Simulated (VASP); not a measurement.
# Al7CrO12 (P1) in VASP: single point with PBEsol+U

Aim: the single point of Al7CrO12 with PBEsol+U.

Everything below comes from runs of VASP 6.6.1. Logs are shortened: lines on timing, memory, paths and dates and some standing lists are left out, and cuts for length are marked.

### Step 1. The cell of the first run

The typed cell holds 20 atoms: a = 10.253 Å, b = 5.127 Å, c = 5.127 Å, α = 55.25°, β = 55.25°, γ = 55.25°.

### Step 2. Single point, PBEsol+U, collinear spin, ferromagnetic start

Contents of INCAR:

```
PREC = Accurate
ENCUT = 520
EDIFF = 1E-6
ISMEAR = 0
SIGMA = 0.05
LREAL = Auto
LASPH = True
NELM = 150
ALGO = Normal
ISIF = 2
LWAVE = False
LCHARG = True
ISPIN = 2
MAGMOM = 3 0 0 0 0 0 0 0 0 0 0 0 0 0 0 0 0 0 0 0
LORBIT = 11
LMAXMIX = 4
LDAU = True
LDAUTYPE = 2
LDAUL = 2 -1 -1
LDAUU = 3 0 0
LDAUJ = 0 0 0
LDAUPRINT = 1
GGA = PS
LELF = True
LVHAR = True
NBANDS = 72
```

Contents of KPOINTS:

```
Automatic mesh
0
Gamma
  2 4 4
```

Contents of POSCAR:

```
Al7CrO12
1.0
    4.7540000000      2.7447232000      8.6600000000
   -2.3770000000      1.3723616000      4.3300000000
    0.0000000000     -2.7447232000      4.3300000000
Cr Al O
1 7 12
Direct
    0.4248310066      0.8488766776      0.8501503514
    0.9261875480      0.8534753012      0.8518871687
    0.3227087651      0.6488884542      0.6480186867
    0.8255244505      0.6475215237      0.6482828927
    0.0725118515      0.1524905310      0.1493927081
    0.5763630569      0.1452832027      0.1485898822
    0.1737811745      0.3537084674      0.3531194136
    0.6780776672      0.3497543676      0.3505419022
    0.0281003949      0.4447750869      0.7501063195
    0.5291945556      0.4333526710      0.7528369475
    0.3755754573      0.0571457971      0.4337800882
    0.8758257150      0.0572420577      0.4445615115
    0.2163773020      0.7542289390      0.0586881062
    0.7226610100      0.7486908988      0.0559724570
    0.4737356574      0.5417637100      0.2642267069
    0.9706561688      0.5588841776      0.2506795989
    0.1246017287      0.9458468636      0.5554653959
    0.6331118508      0.9427087734      0.5450319803
    0.2709823277      0.2638269363      0.9479052883
    0.7791923115      0.2515355631      0.9407625942
```

Potentials or basis: VASP PAW PBE potentials, release 64 (Cr_pv, Al, O).

On the command line:

```console
$ cat potpaw_PBE.64/Cr_pv/POTCAR potpaw_PBE.64/Al/POTCAR potpaw_PBE.64/O/POTCAR > POTCAR
$ mpirun -np 1 vasp_std > vasp.out
```

OUTCAR:

```text
PREC = Accurate
   ENCUT = 520
   EDIFF = 1E-6
   ISMEAR = 0
   LREAL = Auto
   LASPH = True
   NELM = 150
   ISIF = 2
   ISPIN = 2
   LORBIT = 11
   GGA = PS

 ion  position               nearest neighbor table
   1  0.425  0.849  0.850-  15 1.93  18 1.93  19 1.94  13 1.98  10 1.98  11 1.99   3 2.63   6 2.78
                             6 2.79   5 2.80   3 3.23   3 3.24   4 3.25
   2  0.926  0.853  0.852-  20 1.85  17 1.85  16 1.85  12 1.96   9 1.97  14 1.97   4 2.65   6 2.77
                             5 2.78   5 2.78   3 3.20   4 3.21   4 3.22
   3  0.323  0.649  0.648-  19 1.83  15 1.83  17 1.85  11 1.97  13 1.98  10 1.99   1 2.63   7 2.79
                             7 2.79   8 2.81   2 3.20   1 3.23   1 3.24
   4  0.826  0.648  0.648-  18 1.83  16 1.84  20 1.85   9 1.96  14 1.96  12 1.97   2 2.65   7 2.76
                             8 2.78   8 2.78   2 3.21   2 3.22   1 3.25
   5  0.073  0.152  0.149-  12 1.84  13 1.85   9 1.85  19 1.95  16 1.96  17 1.96   7 2.63   2 2.78
                             2 2.78   1 2.80   8 3.20   7 3.22   7 3.23
   6  0.576  0.145  0.149-  10 1.85  14 1.85  11 1.86  18 1.95  15 1.95  20 1.96   8 2.64   2 2.77
                             1 2.78   1 2.79   8 3.22   8 3.23   7 3.25
   7  0.174  0.354  0.353-   9 1.85  13 1.85  11 1.85  19 1.93  17 1.96  16 1.96   5 2.63   4 2.76
                             3 2.79   3 2.79   5 3.22   5 3.23   6 3.25
   8  0.678  0.350  0.351-  12 1.85  14 1.85  10 1.85  18 1.94  15 1.94  20 1.97   6 2.64   4 2.78
                             4 2.78   3 2.81   5 3.20   6 3.22   6 3.23
   9  0.028  0.445  0.750-   7 1.85   5 1.85   4 1.96   2 1.97
  10  0.529  0.433  0.753-   6 1.85   8 1.85   1 1.98   3 1.99
  11  0.376  0.057  0.434-   7 1.85   6 1.86   3 1.97   1 1.99
  12  0.876  0.057  0.445-   5 1.84   8 1.85   2 1.96   4 1.97
  13  0.216  0.754  0.059-   7 1.85   5 1.85   3 1.98   1 1.98
  14  0.723  0.749  0.056-   6 1.85   8 1.85   4 1.96   2 1.97
  15  0.474  0.542  0.264-   3 1.83   1 1.93   8 1.94   6 1.95
  16  0.971  0.559  0.251-   4 1.84   2 1.85   5 1.96   7 1.96
  17  0.125  0.946  0.555-   3 1.85   2 1.85   7 1.96   5 1.96
  18  0.633  0.943  0.545-   4 1.83   1 1.93   8 1.94   6 1.95
  19  0.271  0.264  0.948-   3 1.83   7 1.93   1 1.94   5 1.95
  20  0.779  0.252  0.941-   4 1.85   2 1.85   6 1.96   8 1.97

  LATTYP: Found a base centered monoclinic cell.
 ALAT       =     9.0845531184
 B/A-ratio  =     0.5233058759
 C/A-ratio  =     0.9063923615
 COS(beta)  =    -0.3021307872

  Lattice vectors:

 A1 = (  -2.3770000000,   1.3723616000,   4.3300000000)
 A2 = (   0.0000000000,  -2.7447232000,   4.3300000000)
 A3 = (   7.1310000000,   4.1170848000,   0.0000000000)

Analysis of symmetry for initial positions (statically):
=====================================================================
 Subroutine PRICEL returns:
 Original cell was already a primitive cell.

 Routine SETGRP: Setting up the symmetry group for a
 base centered monoclinic supercell.

 Subroutine GETGRP returns: Found  1 space group operations
 (whereof  1 operations were pure point group operations)
 out of a pool of  4 trial point group operations.

The static configuration has the point symmetry C_1 .

Analysis of symmetry for dynamics (positions and initial velocities):
=====================================================================
 Subroutine PRICEL returns:
 Original cell was already a primitive cell.

 Routine SETGRP: Setting up the symmetry group for a
 base centered monoclinic supercell.

 Subroutine GETGRP returns: Found  1 space group operations
 (whereof  1 operations were pure point group operations)
 out of a pool of  4 trial point group operations.

The dynamic configuration has the point symmetry C_1 .

Analysis of structural, dynamic, and magnetic symmetry:
=====================================================================
 Subroutine PRICEL returns:
 Original cell was already a primitive cell.

 Routine SETGRP: Setting up the symmetry group for a
 base centered monoclinic supercell.

 Subroutine GETGRP returns: Found  1 space group operations
 (whereof  1 operations were pure point group operations)
 out of a pool of  4 trial point group operations.

The overall configuration has the point symmetry C_1 .

 Subroutine INISYM returns: Found  1 space group operations
 (whereof  1 operations are pure point group operations),
 and found     1 'primitive' translations

----------------------------------------------------------------------------------------

                                     Primitive cell

  volume of cell :     169.4989

[... 158 lines left out ...]
     AMIX_MAG =   1.60;   BMIX_MAG =  1.00
  volume/ion in A,a.u.               =       8.47        57.19
  Fermi-wavevector in a.u.,A,eV,Ry     =   1.395561  2.637229 26.498595  1.947592
  Thomas-Fermi vector in A             =   2.519001
   LORBIT       =     11    0 simple, 1 ext, 2 COOP (PROOUT), +10 PAW based schemes
 LDA+U is selected, type is set to LDAUTYPE =  2
   angular momentum for each species LDAUL =     2   -1   -1
   U (eV)           for each species LDAUU =   3.0  0.0  0.0
   J (eV)           for each species LDAUJ =   0.0  0.0  0.0
   GGA     = PS    functional components
   LHFCALC =     F    Hartree Fock is set to
   AEXX    =    0.0000 exact exchange contribution
   IVDW    =     0    specifies the selected vdW correction
   LEPSILON=     F    determine dielectric tensor
   LRPA    =     F    only Hartree local field effects (RPA)
 spin polarized calculation
 Gauss-broadening in eV      SIGMA  =   0.05
  energy-cutoff  :      520.00
  volume of cell :      169.50
 maximum number of plane-waves:      4578
 NGX is ok and might be reduce to    80
   NGX = 39   NGY = 19   NGZ = 19

atom =   1  type =  1  l = 2

 onsite density matrix

spin component  1

  0.7296 -0.2980  0.0001  0.0438 -0.0003
 -0.2980  0.5397  0.0003 -0.0006  0.0430
  0.0001  0.0003  0.9515  0.0002 -0.0003
  0.0438 -0.0006  0.0002  0.5355  0.2966
 -0.0003  0.0430 -0.0003  0.2966  0.7344

spin component  2

  0.1218  0.0874 -0.0003 -0.0126 -0.0000
  0.0874  0.1732  0.0002  0.0007 -0.0131
 -0.0003  0.0002  0.0647 -0.0002  0.0001
 -0.0126  0.0007 -0.0002  0.1745 -0.0868
 -0.0000 -0.0131  0.0001 -0.0868  0.1206

 occupancies and eigenvectors

  o =  0.0555  v =  0.0000  0.0000  0.0000  0.0000  0.0000  0.7766 -0.5973  0.0391 -0.0519 -0.1893      0.0000  0.0000  0.0000  0.0000  0.0000  0.0000  0.0000  0.0000  0.0000  0.0000
  o =  0.0558  v =  0.0000  0.0000  0.0000  0.0000  0.0000  0.1871 -0.0555  0.0076  0.5921  0.7818      0.0000  0.0000  0.0000  0.0000  0.0000  0.0000  0.0000  0.0000  0.0000  0.0000
  o =  0.0647  v =  0.0000  0.0000  0.0000  0.0000  0.0000  0.0318 -0.0240 -0.9992  0.0015 -0.0007      0.0000  0.0000  0.0000  0.0000  0.0000  0.0000  0.0000  0.0000  0.0000  0.0000
  o =  0.2388  v =  0.0000  0.0000  0.0000  0.0000  0.0000 -0.4587 -0.5270 -0.0007  0.6033 -0.3845      0.0000  0.0000  0.0000  0.0000  0.0000  0.0000  0.0000  0.0000  0.0000  0.0000
  o =  0.2400  v =  0.0000  0.0000  0.0000  0.0000  0.0000  0.3878  0.6015 -0.0010  0.5318 -0.4528      0.0000  0.0000  0.0000  0.0000  0.0000  0.0000  0.0000  0.0000  0.0000  0.0000
  o =  0.3186  v = -0.4694 -0.5616 -0.0001  0.5807 -0.3565  0.0000  0.0000  0.0000  0.0000  0.0000      0.0000  0.0000  0.0000  0.0000  0.0000  0.0000  0.0000  0.0000  0.0000  0.0000
  o =  0.3195  v =  0.3598  0.5789 -0.0007  0.5658 -0.4641  0.0000  0.0000  0.0000  0.0000  0.0000      0.0000  0.0000  0.0000  0.0000  0.0000  0.0000  0.0000  0.0000  0.0000  0.0000
  o =  0.9505  v =  0.7225 -0.5611  0.0714 -0.1771 -0.3559  0.0000  0.0000  0.0000  0.0000  0.0000      0.0000  0.0000  0.0000  0.0000  0.0000  0.0000  0.0000  0.0000  0.0000  0.0000
  o =  0.9508  v = -0.3463  0.1759 -0.1122 -0.5557 -0.7264  0.0000  0.0000  0.0000  0.0000  0.0000      0.0000  0.0000  0.0000  0.0000  0.0000  0.0000  0.0000  0.0000  0.0000  0.0000
  o =  0.9515  v = -0.0911  0.0607  0.9911 -0.0497 -0.0569  0.0000  0.0000  0.0000  0.0000  0.0000      0.0000  0.0000  0.0000  0.0000  0.0000  0.0000  0.0000  0.0000  0.0000  0.0000

 number of electron     105.0000008 magnetization       2.9999942

 Free energy of the ion-electron system (eV)
  ---------------------------------------------------
  ext. energy  EPLUGINS =         0.00000000
  ---------------------------------------------------
  free energy    TOTEN  =      -158.56234539 eV

  energy without entropy =     -158.56234539  energy(sigma->0) =     -158.56234539

 E-fermi :   7.2397     XC(G=0): -12.1031

 val. band max:        6.9773186211   @ k =   0.5000   0.0000   0.5000
 cond. band min:      10.8268536045   @ k =   0.5000   0.5000   0.5000
 fundamental gap:      3.8495349834
 Fermi energy:         7.2397385954

 spin component 1

 k-point     1 :       0.0000    0.0000    0.0000
  band No.  band energies     occupation
      1     -36.1484      1.00000
      2     -36.1471      1.00000
      3     -36.1299      1.00000
      4     -13.1199      1.00000
      5     -11.9812      1.00000
      6     -11.8845      1.00000
[... 1329 lines left out ...]
     63      17.0350      0.00000
     64      17.2515      0.00000
 Fermi energy:         7.2397385954

 spin component 2

 k-point     1 :       0.0000    0.0000    0.0000
  band No.  band energies     occupation
      1     -33.2451      1.00000
      2     -33.2406      1.00000
      3     -33.2018      1.00000
      4     -13.1052      1.00000
      5     -11.9659      1.00000
      6     -11.8640      1.00000
[... 1329 lines left out ...]
     63      17.2870      0.00000
     64      17.3582      0.00000
 [bands above 64 left out]

------------------------ aborting loop because EDIFF is reached ----------------------------------------

  FORCE on cell =-STRESS in cart. coord.  units (eV):
  Direction    XX          YY          ZZ          XY          YZ          ZX
  --------------------------------------------------------------------------------------
  -------------------------------------------------------------------------------------
  Total        8.7114542      8.5171307      6.8399995      0.0908870      0.0170892      0.0631407
  in kB       82.3444545     80.5076250     64.6546507      0.8591035      0.1615344      0.5968337
  external PRESSURE =      75.8355767 kB  Pullay stress =       0.0000000 kB

 VOLUME and BASIS-vectors are now :
 -----------------------------------------------------------------------------
  energy-cutoff  :      520.00
  volume of cell :      169.50
      direct lattice vectors                 reciprocal lattice vectors
     4.754000000  2.744723200  8.660000000     0.105174590  0.060722577  0.038491147
    -2.377000000  1.372361600  4.330000000    -0.210349180  0.121445155  0.076982294
     0.000000000 -2.744723200  4.330000000     0.000000000 -0.242890309  0.076982294

 POSITION                                       TOTAL-FORCE (eV/Angst)
 -----------------------------------------------------------------------------------
      0.00187     -0.00242     11.03582        -0.008744      0.010604      0.034599
      2.37438      1.37521     15.40500        -0.000176     -0.000527     -0.023021
     -0.00825     -0.00238      8.41027        -0.003927      0.012049      0.003618
      2.38538      1.37511     12.75987         0.002569     -0.011315      0.025508
     -0.01775     -0.00174      1.93511        -0.009209      0.005394     -0.023895
      2.39469      1.37350      6.26377         0.007796     -0.004030     -0.023747
[... 12 lines left out ...]
      0.66113     -1.49590      7.59351        -0.087102     -0.014007      0.039286
      3.10638     -0.09827     11.91046        -0.005408     -0.003780      0.005428
 -----------------------------------------------------------------------------------
    total drift:                                0.002666     -0.000583     -0.001424

  FREE ENERGIE OF THE ION-ELECTRON SYSTEM (eV)
  ---------------------------------------------------
  free  energy   TOTEN  =      -158.5623453945 eV

  energy  without entropy=     -158.5623453945  energy(sigma->0) =     -158.56234539

 total charge

# of ion       s       p       d       tot
------------------------------------------
    1        0.319   6.410   4.109  10.839
    2        0.315   0.411   0.000   0.726
    3        0.317   0.414   0.000   0.732
    4        0.318   0.418   0.000   0.736
    5        0.316   0.415   0.000   0.731
    6        0.315   0.412   0.000   0.727
[... 12 lines left out ...]
   19        1.547   3.619   0.000   5.166
   20        1.543   3.634   0.000   5.177
--------------------------------------------------
tot         21.067  52.805   4.109  77.981

 magnetization (x)

# of ion       s       p       d       tot
------------------------------------------
    1        0.015   0.030   2.830   2.875
    2        0.000   0.000   0.000   0.000
    3        0.002   0.002   0.000   0.004
    4        0.001   0.001   0.000   0.002
    5        0.001   0.000   0.000   0.002
    6        0.002   0.000   0.000   0.002
[... 12 lines left out ...]
   19       -0.001   0.000   0.000  -0.001
   20       -0.000  -0.000   0.000  -0.000
--------------------------------------------------
tot          0.020   0.017   2.830   2.867
```

Run time: 7.4 min. Hardware: 1 thread of Intel Xeon 6975P-C (Granite Rapids), shared host; peak memory 0.61 GiB.

Results:

```
Free energy                                           : -158.5623 eV
Pressure                                              : 7.6 GPa
Largest force                                         : 0.108 eV/Å
Band gap on the k mesh                                : 3.85 eV (least direct gap 3.86 eV)
Net moment                                            : 3.00 μB per cell
Site moments                                          : Cr +2.88; Al +0.00; O +0.00, -0.01, -0.00 (each value once) μB
Valence electrons inside the program's atomic spheres : Cr 10.84; Al 0.73, 0.74 (each value once); O 5.18, 5.16, 5.17 (each value once)
```

Forces in eV/Å, atoms in the order of the input:
```
Cr  -0.009  0.011  0.035
Al   0.000 -0.001 -0.023
Al  -0.004  0.012  0.004
Al   0.003 -0.011  0.026
Al  -0.009  0.005 -0.024
Al   0.008 -0.004 -0.024
Al  -0.001  0.011  0.016
Al   0.000 -0.009  0.025
O   -0.015  0.007  0.006
O    0.071  0.004 -0.058
O   -0.042  0.046 -0.053
O    0.008 -0.012  0.002
O   -0.030 -0.063 -0.059
O    0.009  0.014  0.003
O    0.053 -0.080  0.048
O    0.011 -0.010 -0.008
O   -0.008  0.010  0.008
O    0.048  0.089  0.034
O   -0.087 -0.014  0.039
O   -0.005 -0.004  0.005
```

Stress tensor (GPa, compression positive):
```
8.23 0.09 0.06
0.09 8.05 0.02
0.06 0.02 6.47
```

Eigenvalues of the final occupation matrices:
```
    site  spin  trace               eigenvalues
site 1 d     1   3.49  0.32 0.32 0.95 0.95 0.95
site 1 d     2   0.65  0.06 0.06 0.06 0.24 0.24
```

Caveat: the cell stands under pressure; the PAW data sets were made with another functional, which shifts forces and pressure a little; a cell with one magnetic atom can't hold antiferromagnetic order, which such compounds often take. The state reached can hang on the start; a lower one may exist.
